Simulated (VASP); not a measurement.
# Li (R-3m) in VASP: notebook

Runs on Li. Level: BLYP. Tasks: single point.

Program: VASP 6.6.1. These are calculated values, not measurements. Logs are shortened: lines on timing, memory, paths and dates and some standing lists are left out, and cuts for length are marked.

### Step 1. The cell of the first run

The structure is trigonal, space group R-3m (No. 166). Conventional cell: a = 3.054 Å, b = 3.054 Å, c = 22.300 Å, α = 90.00°, β = 90.00°, γ = 120.00°. Li (site symmetry -3m) has 12 Li at 3.04 to 3.05 Å within 4.0 Å. Li (site symmetry 3m) has 12 Li at 3.04 to 3.05 Å within 4.0 Å.

### Step 2. Single point, BLYP (20.02 Å³/atom)

Contents of INCAR:

```
SYSTEM = Li
PREC = Accurate ; ENCUT = 520
EDIFF = 1E-7 ; ISMEAR = -1
SIGMA = 0.1 ; LREAL = .FALSE.
LASPH = .TRUE. ; NELM = 60
ALGO = Normal ; ISIF = 2
LWAVE = .FALSE. ; LCHARG = .FALSE.
GGA = B5 ; ALDAX = 1.0
AGGAX = 1.0 ; AGGAC = 1.0
ALDAC = 0.0 ; NBANDS = 12
```

Contents of KPOINTS:

```
Automatic mesh
0
G
  13 13 13
  0 0 0
```

Contents of POSCAR:

```
Li
1.0
    1.5272337018      0.8817487888      7.4333103906
   -1.5272337018      0.8817487888      7.4333103906
    0.0000000000     -1.7634975777      7.4333103906
Li
3
Direct
    0.0000000000      0.0000000000      1.0000000000
    0.2221860148      0.2221860148      0.2221860148
    0.7778139852      0.7778139852      0.7778139852
```

Potentials or basis: VASP PAW PBE potentials, release 64 (Li_sv).

Command:

```
$ cat potpaw_PBE.64/Li_sv/POTCAR > POTCAR
$ mpirun -np 1 vasp_std > vasp.out
```

OUTCAR:

```text
SYSTEM = Li
   PREC = Accurate
   ENCUT = 520
   EDIFF = 1E-7
   ISMEAR = -1
   LREAL = .FALSE.
   LASPH = .TRUE.
   NELM = 60
   ISIF = 2
   GGA = B5

 ion  position               nearest neighbor table
   1  0.000  0.000  0.000-
   2  0.222  0.222  0.222-
   3  0.778  0.778  0.778-

  LATTYP: Found a trigonal (rhomboedric) cell.
 ALAT       =     7.6396352707
 COS(alpha) =     0.9200725893

  Lattice vectors:

 A1 = (   1.5272337018,   0.8817487888,   7.4333103906)
 A2 = (  -1.5272337018,   0.8817487888,   7.4333103906)
 A3 = (   0.0000000000,  -1.7634975777,   7.4333103906)

Analysis of symmetry for initial positions (statically):
=====================================================================
 Subroutine PRICEL returns:
 Original cell was already a primitive cell.

 Routine SETGRP: Setting up the symmetry group for a
 trigonal (rhombohedral) supercell.

 Subroutine GETGRP returns: Found 12 space group operations
 (whereof 12 operations were pure point group operations)
 out of a pool of 12 trial point group operations.

The static configuration has the point symmetry D_3d.

Analysis of symmetry for dynamics (positions and initial velocities):
=====================================================================
 Subroutine PRICEL returns:
 Original cell was already a primitive cell.

 Routine SETGRP: Setting up the symmetry group for a
 trigonal (rhombohedral) supercell.

 Subroutine GETGRP returns: Found 12 space group operations
 (whereof 12 operations were pure point group operations)
 out of a pool of 12 trial point group operations.

The dynamic configuration has the point symmetry D_3d.

 Subroutine INISYM returns: Found 12 space group operations
 (whereof 12 operations are pure point group operations),
 and found     1 'primitive' translations

----------------------------------------------------------------------------------------

                                     Primitive cell

  volume of cell :      60.0598

  direct lattice vectors                    reciprocal lattice vectors
     1.527233702  0.881748789  7.433310391     0.327389318  0.189018311  0.044843188
    -1.527233702  0.881748789  7.433310391    -0.327389318  0.189018311  0.044843188
     0.000000000 -1.763497578  7.433310391     0.000000000 -0.378036622  0.044843188

  length of vectors
     7.639635271  7.639635271  7.639635271     0.380687009  0.380687009  0.380687009

  position of ions in fractional coordinates (direct lattice)
     0.000000000  0.000000000  0.000000000
     0.222186015  0.222186015  0.222186015
[... 91 lines left out ...]
   NUPDOWN=      -1.0000    fix difference up-down
   EMIN   =  10.00;   EMAX   =-10.00  energy-range for DOS
   EFERMI =   0.00;   METHOD = LEGACY
   ISMEAR =    -1;   SIGMA  =   0.10  broadening in eV -4-tet -1-fermi 0-gaus
   EFERMI_NEDOS =   21; number of points for ismear=-14 and -15
   IALGO  =     38    algorithm
   IMIX   =      4    mixing-type and parameters
     AMIX     =   0.40;   BMIX     =  1.00
     AMIX_MAG =   1.60;   BMIX_MAG =  1.00
  volume/ion in A,a.u.               =      20.02       135.10
  Fermi-wavevector in a.u.,A,eV,Ry     =   0.869550  1.643211 10.287590  0.756117
  Thomas-Fermi vector in A             =   1.988388
   LORBIT       =      0    0 simple, 1 ext, 2 COOP (PROOUT), +10 PAW based schemes
   GGA     = B5    functional components
   LHFCALC =     F    Hartree Fock is set to
   AEXX    =    0.0000 exact exchange contribution
   IVDW    =     0    specifies the selected vdW correction
   LEPSILON=     F    determine dielectric tensor
   LRPA    =     F    only Hartree local field effects (RPA)
 non-spin polarized calculation
  energy-cutoff  :      520.00
  volume of cell :       60.06
 maximum number of plane-waves:      1633
 NGX is ok and might be reduce to    60
   NGX = 29   NGY = 29   NGZ = 29

 number of electron       9.0000005 magnetization

 Free energy of the ion-electron system (eV)
  ---------------------------------------------------
  ext. energy  EPLUGINS =         0.00000000
  ---------------------------------------------------
  free energy    TOTEN  =        -4.73109076 eV

  energy without entropy =       -4.68000087  energy(sigma->0) =       -4.70554582

 E-fermi :   1.0795     XC(G=0):  -6.6780

 val. band max:        1.0725596559   @ k =  -0.4615   0.4615   0.0769
 cond. band min:       1.0813761208   @ k =  -0.2308  -0.4615   0.0769
 fundamental gap:      0.0088164649
 Fermi energy:         1.0795253158

 k-point     1 :       0.0000    0.0000    0.0000
  band No.  band energies     occupation
      1     -46.1311      2.00000
      2     -46.1176      2.00000
      3     -46.1168      2.00000
      4      -2.4726      2.00000
      5      -0.5009      2.00000
      6      -0.5006      2.00000
      7       6.8805      0.00000
      8       6.8831      0.00000
      9      13.7121      0.00000
     10      13.7121      0.00000
     11      13.8375      0.00000
     12      13.8375      0.00000
[... 331 lines left out ...]
 k-point    24 :       0.4615    0.1538    0.0000
  band No.  band energies     occupation
      1     -46.1145      2.00000
      2     -46.1103      2.00000
      3     -46.1080      2.00000
      4       0.2203      1.99963
      5       1.3834      0.09137
      6       2.8487      0.00000
      7       4.7657      0.00000
      8       6.1945      0.00000
      9       6.9185      0.00000
     10       7.3404      0.00000
     11       8.4999      0.00000
     12       9.8553      0.00000

 [... further k-points ...]

------------------------ aborting loop because EDIFF is reached ----------------------------------------

  FORCE on cell =-STRESS in cart. coord.  units (eV):
  Direction    XX          YY          ZZ          XY          YZ          ZX
  --------------------------------------------------------------------------------------
  -------------------------------------------------------------------------------------
  Total       -0.0597473     -0.0597473      0.0415188      0.0000000     -0.0000000      0.0000000
  in kB       -1.5938400     -1.5938400      1.1075709      0.0000000     -0.0000000      0.0000000
  external PRESSURE =      -0.6933697 kB  Pullay stress =       0.0000000 kB

 VOLUME and BASIS-vectors are now :
 -----------------------------------------------------------------------------
  energy-cutoff  :      520.00
  volume of cell :       60.06
      direct lattice vectors                 reciprocal lattice vectors
     1.527233702  0.881748789  7.433310391     0.327389318  0.189018311  0.044843188
    -1.527233702  0.881748789  7.433310391    -0.327389318  0.189018311  0.044843188
     0.000000000 -1.763497578  7.433310391     0.000000000 -0.378036622  0.044843188

 POSITION                                       TOTAL-FORCE (eV/Angst)
 -----------------------------------------------------------------------------------
      0.00000      0.00000      0.00000        -0.000000      0.000000      0.000000
      0.00000     -0.00000      4.95473         0.000000     -0.000000      0.002413
      0.00000     -0.00000     17.34520         0.000000      0.000000     -0.002413
 -----------------------------------------------------------------------------------
    total drift:                                0.000000     -0.000000      0.000000

  FREE ENERGIE OF THE ION-ELECTRON SYSTEM (eV)
  ---------------------------------------------------
  free  energy   TOTEN  =        -4.7310907596 eV

  energy  without entropy=       -4.6800008709  energy(sigma->0) =       -4.70554582
```

OSZICAR:

```text
N       E                     dE             d eps       ncg     rms          rms(c)
DAV:   1     0.278847420859E+02    0.27885E+02   -0.35744E+03  5544   0.663E+02
DAV:   2     0.150018711406E+01   -0.26385E+02   -0.25614E+02  6636   0.152E+02
DAV:   3    -0.461936842036E+01   -0.61196E+01   -0.60673E+01 10560   0.390E+01
DAV:   4    -0.472171392097E+01   -0.10235E+00   -0.10227E+00  7376   0.844E+00
DAV:   5    -0.472395506603E+01   -0.22411E-02   -0.22409E-02  8776   0.105E+00    0.245E-01
DAV:   6    -0.472756920564E+01   -0.36141E-02   -0.14820E-03  7292   0.265E-01    0.155E-01
DAV:   7    -0.473090863486E+01   -0.33394E-02   -0.49482E-03  6560   0.475E-01    0.259E-02
DAV:   8    -0.473108389504E+01   -0.17526E-03   -0.80330E-04  8824   0.176E-01    0.244E-02
DAV:   9    -0.473108611598E+01   -0.22209E-05   -0.21225E-05  7496   0.322E-02    0.118E-02
DAV:  10    -0.473108986489E+01   -0.37489E-05   -0.63138E-06  7488   0.124E-02    0.484E-03
DAV:  11    -0.473109077543E+01   -0.91054E-06   -0.30822E-06  6820   0.107E-02    0.649E-04
DAV:  12    -0.473109075964E+01    0.15789E-07   -0.58427E-07  7344   0.561E-03
   1 F= -.47310908E+01 E0= -.47055458E+01  d E =-.510899E-01
```

Wall time 14 min (1 thread of Intel Xeon Platinum 8259CL at 2.50GHz (Skylake/Cascade Lake), shared host); peak memory 0.51 GiB.

Results:

| Property | Result |
| --- | --- |
| Free energy | -4.7311 eV |
| Band gap on the k mesh | zero (an odd number of electrons rules out a gap without spin polarisation) |

Forces in eV/Å, atoms in the order of the input:
```
Li   0.000  0.000  0.000
Li   0.000  0.000  0.002
Li   0.000  0.000 -0.002
```

Caveat: the cutoff is under 1.25 times the usual one of these potentials, so pressure, stress and relaxed cells hold a basis-set (Pulay) error; the PAW data sets were made with another functional, which shifts forces and pressure a little.

(Continued in part 2 of 2.)
